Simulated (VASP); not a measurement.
# TaWC2 (R-3m) in VASP: notebook

Runs on TaWC2. Level: PBE. Tasks: single point.

Everything below comes from runs of VASP 6.6.1. Logs are shortened: lines on timing, memory, paths and dates and some standing lists are left out, and cuts for length are marked.

### 1 The cell of the first run

The structure is trigonal, space group R-3m (No. 166). Conventional cell: a = 3.165 Å, b = 3.165 Å, c = 15.406 Å, α = 90.00°, β = 90.00°, γ = 120.00°. W (site symmetry -3m) has 6 C at 2.22 Å within 2.9 Å. Ta (site symmetry -3m) has 6 C at 2.24 Å within 3.0 Å. Within 2.9 Å of C (site symmetry 3m) lie 3 W at 2.22 Å and 3 Ta at 2.24 Å.

### 2 Single point, PBE

INCAR

```
PREC = Accurate
ENCUT = 520
EDIFF = 1E-6
ISMEAR = -1
SIGMA = 0.05
LREAL = F
LASPH = T
NELM = 100
ALGO = Normal
ISIF = 2
LWAVE = F
LCHARG = F
GGA = PE
NBANDS = 24
```

KPOINTS

```
Automatic mesh
0
Gamma
  10 10 10
```

POSCAR

```
TaWC2
1.0
    1.5822650862      0.9135211734      5.1354062173
   -1.5822650862      0.9135211734      5.1354062173
    0.0000000000     -1.8270423469      5.1354062173
W Ta C
1 1 2
Direct
    0.0000000000      0.0000000000      0.0000000000
    0.5000000000      0.5000000000      0.5000000000
    0.2509330000      0.2509330000      0.2509330000
    0.7490670000      0.7490670000      0.7490670000
```

Potentials or basis: VASP PAW PBE potentials, release 64 (W_sv, Ta_pv, C).

On the command line:

```sh
$ cat potpaw_PBE.64/W_sv/POTCAR potpaw_PBE.64/Ta_pv/POTCAR potpaw_PBE.64/C/POTCAR > POTCAR
$ mpirun -np 1 vasp_std > vasp.out
```

OUTCAR:

```text
PREC = Accurate
   ENCUT = 520
   EDIFF = 1E-6
   ISMEAR = -1
   LREAL = F
   LASPH = T
   NELM = 100
   ISIF = 2
   GGA = PE

 ion  position               nearest neighbor table
   1  0.000  0.000  0.000-   4 2.22   3 2.22   4 2.22   4 2.22   3 2.22   3 2.22   2 3.15   2 3.15
                             2 3.15   2 3.15   2 3.15   2 3.15
   2  0.500  0.500  0.500-   3 2.24   4 2.24   3 2.24   3 2.24   4 2.24   4 2.24   1 3.15   1 3.15
                             1 3.15   1 3.15   1 3.15   1 3.15
   3  0.251  0.251  0.251-   1 2.22   1 2.22   1 2.22   2 2.24   2 2.24   2 2.24
   4  0.749  0.749  0.749-   1 2.22   1 2.22   1 2.22   2 2.24   2 2.24   2 2.24

  LATTYP: Found a trigonal (rhomboedric) cell.
 ALAT       =     5.4507321301
 COS(alpha) =     0.8314693846

  Lattice vectors:

 A1 = (   1.5822650862,   0.9135211734,   5.1354062173)
 A2 = (  -1.5822650862,   0.9135211734,   5.1354062173)
 A3 = (   0.0000000000,  -1.8270423469,   5.1354062173)

Analysis of symmetry for initial positions (statically):
=====================================================================
 Subroutine PRICEL returns:
 Original cell was already a primitive cell.

 Routine SETGRP: Setting up the symmetry group for a
 trigonal (rhombohedral) supercell.

 Subroutine GETGRP returns: Found 12 space group operations
 (whereof 12 operations were pure point group operations)
 out of a pool of 12 trial point group operations.

The static configuration has the point symmetry D_3d.

Analysis of symmetry for dynamics (positions and initial velocities):
=====================================================================
 Subroutine PRICEL returns:
 Original cell was already a primitive cell.

 Routine SETGRP: Setting up the symmetry group for a
 trigonal (rhombohedral) supercell.

 Subroutine GETGRP returns: Found 12 space group operations
 (whereof 12 operations were pure point group operations)
 out of a pool of 12 trial point group operations.

The dynamic configuration has the point symmetry D_3d.

 Subroutine INISYM returns: Found 12 space group operations
 (whereof 12 operations are pure point group operations),
 and found     1 'primitive' translations

----------------------------------------------------------------------------------------

                                     Primitive cell

  volume of cell :      44.5373

[... 85 lines left out ...]
   ICHARG =      2    charge: 1-file 2-atom 10-const
   ISPIN  =      1    spin polarized calculation?
   LNONCOLLINEAR =      F non collinear calculations
   LSORBIT =      F    spin-orbit coupling
   LASPH  =      T    aspherical Exc in radial PAW
   ENCUT  =  520.0 eV  38.22 Ry    6.18 a.u.  10.13 10.13 10.13*2*pi/ulx,y,z
   NELM   =    100;   NELMIN=  2; NELMDL= -5     # of ELM steps
   EDIFF  = 0.1E-05   stopping-criterion for ELM
   LREAL  =      F    real-space projection
   EDIFFG = 0.1E-04   stopping-criterion for IOM
   NSW    =      0    number of steps for IOM
   IBRION =     -1    ionic relax: 0-MD 1-quasi-New 2-CG
   NFREE  =      0    steps in history (QN), initial steepest desc. (CG)
   ISIF   =      2    stress and relaxation
   ISYM   =      2    0-nonsym 1-usesym 2-fastsym
   POTIM  = 0.5000    time-step for ionic-motion
   TEBEG  =    0.0;   TEEND  =   0.0 temperature during run
   PSTRESS=    0.0 pullay stress
   NELECT =      33.0000    total number of electrons
   NUPDOWN=      -1.0000    fix difference up-down
   EMIN   =  10.00;   EMAX   =-10.00  energy-range for DOS
   EFERMI =   0.00;   METHOD = LEGACY
   ISMEAR =    -1;   SIGMA  =   0.05  broadening in eV -4-tet -1-fermi 0-gaus
   EFERMI_NEDOS =   21; number of points for ismear=-14 and -15
   IALGO  =     38    algorithm
   IMIX   =      4    mixing-type and parameters
     AMIX     =   0.40;   BMIX     =  1.00
     AMIX_MAG =   1.60;   BMIX_MAG =  1.00
  volume/ion in A,a.u.               =      11.13        75.14
  Fermi-wavevector in a.u.,A,eV,Ry     =   1.481397  2.799435 29.858496  2.194538
  Thomas-Fermi vector in A             =   2.595312
   LORBIT       =      0    0 simple, 1 ext, 2 COOP (PROOUT), +10 PAW based schemes
   GGA     = PE    functional components
   LHFCALC =     F    Hartree Fock is set to
   AEXX    =    0.0000 exact exchange contribution
   IVDW    =     0    specifies the selected vdW correction
   LEPSILON=     F    determine dielectric tensor
   LRPA    =     F    only Hartree local field effects (RPA)
 non-spin polarized calculation
  energy-cutoff  :      520.00
  volume of cell :       44.54
 maximum number of plane-waves:      1214
 NGX is ok and might be reduce to    42
   NGX = 21   NGY = 21   NGZ = 21

 number of electron      33.0000002 magnetization

 Free energy of the ion-electron system (eV)
  ---------------------------------------------------
  ext. energy  EPLUGINS =         0.00000000
  ---------------------------------------------------
  free energy    TOTEN  =       -43.78529371 eV

  energy without entropy =      -43.77023678  energy(sigma->0) =      -43.77776525

 E-fermi :  10.0096     XC(G=0): -13.2894

 val. band max:       10.0017951438   @ k =  -0.1000   0.2000   0.1000
 cond. band min:      10.0213171526   @ k =  -0.3000   0.1000   0.0000
 fundamental gap:      0.0195220088
 Fermi energy:        10.0096051639

 k-point     1 :       0.0000    0.0000    0.0000
  band No.  band energies     occupation
      1     -65.3500      2.00000
      2     -29.5836      2.00000
      3     -29.4180      2.00000
      4     -29.4180      2.00000
      5     -25.7152      2.00000
      6     -25.3719      2.00000
[... 637 lines left out ...]
     23      15.7954      0.00000
     24      16.4535      0.00000

 [... further k-points ...]
[... 5 lines left out ...]
  --------------------------------------------------------------------------------------
  -------------------------------------------------------------------------------------
  Total       -2.2940947     -2.2940947     -2.2593074      0.0000000      0.0000000     -0.0000000
  in kB      -82.5273700    -82.5273700    -81.2759387      0.0000000      0.0000000     -0.0000000
  external PRESSURE =     -82.1102263 kB  Pullay stress =       0.0000000 kB

 VOLUME and BASIS-vectors are now :
 -----------------------------------------------------------------------------
  energy-cutoff  :      520.00
  volume of cell :       44.54
      direct lattice vectors                 reciprocal lattice vectors
     1.582265086  0.913521173  5.135406217     0.316002675  0.182444230  0.064908854
    -1.582265086  0.913521173  5.135406217    -0.316002675  0.182444230  0.064908854
     0.000000000 -1.827042347  5.135406217     0.000000000 -0.364888459  0.064908854

 POSITION                                       TOTAL-FORCE (eV/Angst)
 -----------------------------------------------------------------------------------
      0.00000      0.00000      0.00000         0.000000      0.000000      0.000000
      0.00000     -0.00000      7.70311         0.000000      0.000000      0.000000
      0.00000     -0.00000      3.86593         0.000000     -0.000000      0.058821
      0.00000     -0.00000     11.54029         0.000000      0.000000     -0.058821
 -----------------------------------------------------------------------------------
    total drift:                                0.000000      0.000000      0.000000

  FREE ENERGIE OF THE ION-ELECTRON SYSTEM (eV)
  ---------------------------------------------------
  free  energy   TOTEN  =       -43.7852937115 eV

  energy  without entropy=      -43.7702367789  energy(sigma->0) =      -43.77776525
```

stdout:

```text
POSCAR found type information on POSCAR W TaC
 POSCAR found :  3 types and       4 ions
 scaLAPACK will be used
 LDA part: xc-table for (Slater+PW92), standard interpolation
 POSCAR, INCAR and KPOINTS ok, starting setup
 FFT: planning ... GRIDC
 FFT: planning ... GRID_SOFT
 FFT: planning ... GRID
 WAVECAR not read
 entering main loop
```

Wall time 13 min (1 thread of Intel Xeon 8259CL, shared host); peak memory 0.32 GiB.

What came out:

| Quantity | Value |
| --- | --- |
| Free energy | -43.7853 eV |
| Pressure | -8.2 GPa |
| Largest force | 0.059 eV/Å |
| Band gap on the k mesh | zero (an odd number of electrons rules out a gap without spin polarisation) |

Forces on the atoms (eV/Å):
```
W    0.000  0.000  0.000
Ta   0.000  0.000  0.000
C    0.000  0.000  0.059
C    0.000  0.000 -0.059
```

Caveat: the cell stands under tension; spin-orbit coupling is left out, which moves the levels of the heavy elements; an odd number of electrons without spin polarisation forces a metal; a magnetic or distorted state may lie lower.

(Part 1 of 2 ends here.)

The gap in the log of VASP goes by the Fermi energy; the results here count the filled bands.